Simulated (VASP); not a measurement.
The system is Sn.

```
Sn
1.0
    -1.89465    1.89465    1.89465
     1.89465   -1.89465    1.89465
     1.89465    1.89465   -1.89465
Sn
1
Direct
  0.00000 0.00000 0.00000
```

This isn't the form of Sn at room conditions, which is tetragonal (white tin).

Base run:

| Property | Result |
| --- | --- |
| Program | VASP 6.6.1 |
| Functional | LDA |
| Potentials or basis | VASP PAW LDA potentials, release 64 (Sn_d) |
| Cutoff | 500 eV |
| k mesh | 8 × 8 × 8 |
| Occupations | fermi-dirac, width 0.1 eV |
| Spin | no spin polarisation |

Its results: band gap on the k mesh zero (bands 7 and 8 overlap by 10.09 eV); pressure -3.0 GPa.

After a change of settings the same cell gave: band gap on the k mesh zero (bands 7 and 8 overlap by 10.24 eV); pressure -5.3 GPa. Which change was it?
A. k mesh from 8 × 8 × 8 to 3 × 3 × 3
B. k mesh from 8 × 8 × 8 to 4 × 4 × 4
C. k mesh from 8 × 8 × 8 to 6 × 6 × 6

A.

Caveats: some runs use coarse meshes; spin-orbit coupling is left out, which moves the levels of the heavy elements; the cell stands under tension (at least some runs).
